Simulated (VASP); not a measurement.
A run of VASP 6.6.1:

INCAR

```
SYSTEM = PbO2
PREC = Accurate ; ENCUT = 520
EDIFF = 1E-6 ; ISMEAR = -1
SIGMA = 0.15 ; LREAL = .FALSE.
LASPH = .TRUE. ; NELM = 120
ALGO = Normal ; ISIF = 2
LWAVE = .FALSE. ; LCHARG = .FALSE.
GGA = PS ; NBANDS = 35
GGA_COMPAT = .FALSE.
```

File KPOINTS:

```
regular mesh
0
G
  4 4 4
  0 0 0
```

POSCAR

```
PbO2
1.0
    0.0000000000      5.1400000000      5.1400000000
    2.5700000000      0.0000000000      2.5700000000
    2.5700000000      2.5700000000      0.0000000000
Pb O
2 4
Direct
   -0.0011201362     -0.0023266537      0.0059079767
    0.5027534047     -0.0031453307     -0.0036235409
    0.1195571984      0.2544342412      0.2544735409
    0.3671641051      0.7789632296      0.7697336576
    0.6335105058      0.2547762646      0.2576665370
    0.8767731518      0.7473968872      0.7622964981
```

Potentials or basis: VASP PAW PBE potentials, release 64 (Pb_d, O).

The run is started by

```sh
$ cat potpaw_PBE.64/Pb_d/POTCAR potpaw_PBE.64/O/POTCAR > POTCAR
$ mpirun -np 1 vasp_std > vasp.out
```

Hardware: 1 thread of Intel(R) Xeon(R) Platinum 8375C CPU @ 2.90GHz (Ice Lake), with other jobs on the host.

**Question.** How long does it take, and how much memory?

**Answer.** Wall time 2.1 min on 1 thread of Intel(R) Xeon(R) Platinum 8375C CPU @ 2.90GHz (Ice Lake), with other jobs on the host, peak memory 0.22 GiB. Counts: scf iterations 15, k points 36.
